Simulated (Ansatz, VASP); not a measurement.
# One calculation of AlRu, two programs

```
CELL_PARAMETERS angstrom
2.99160 0.00000 0.00000
0.00000 2.99160 0.00000
0.00000 0.00000 2.99160
ATOMIC_POSITIONS crystal
Al 0.96239 0.00000 0.00000
Ru 0.50000 0.50000 0.50000
```

Change from the starting cell: all Al atoms moved +0.113 Å, as atom 1 towards its neighbour atom 1 (Al) at 2.992 Å.

Alike in both runs: task single point; functional PBEsol; k mesh 16 × 16 × 16; occupations gaussian, width 0.15 eV; no spin polarisation.

```csv
,VASP,Ansatz
version,VASP 6.6.1,Ansatz 0.2.0
potentials or method,"VASP PAW PBE potentials, release 64 (Al, Ru_pv), cutoff 520 eV","scalar-relativistic, plane waves, PAW"
valence electrons in the cell,17,19
```

VASP gave:

| Quantity | Value |
| --- | --- |
| gap on the k mesh at the Fermi level (eV) | none |
| pressure (GPa) | -2.2 |
| traceless stress, the component that is largest in VASP (GPa) | -0.66 |
| rms of the force components (eV/Å) | 0.497 |

Q: What did Ansatz give for the same quantities?

A: gap on the k mesh at the Fermi level (eV): none; pressure (GPa): -2.3; traceless stress, the component that is largest in VASP (GPa): -0.64; rms of the force components (eV/Å): 0.492.

VASP's potentials were made for PBE, not for PBEsol. Atom by atom the forces differ by 0.005 eV/Å (rms over components). A gap of «none» marks a metal or a gap that the smearing closes. VASP's potentials hold 17 valence electrons a cell and Ansatz's 19, so a difference there can come from the potentials and not from the codes.
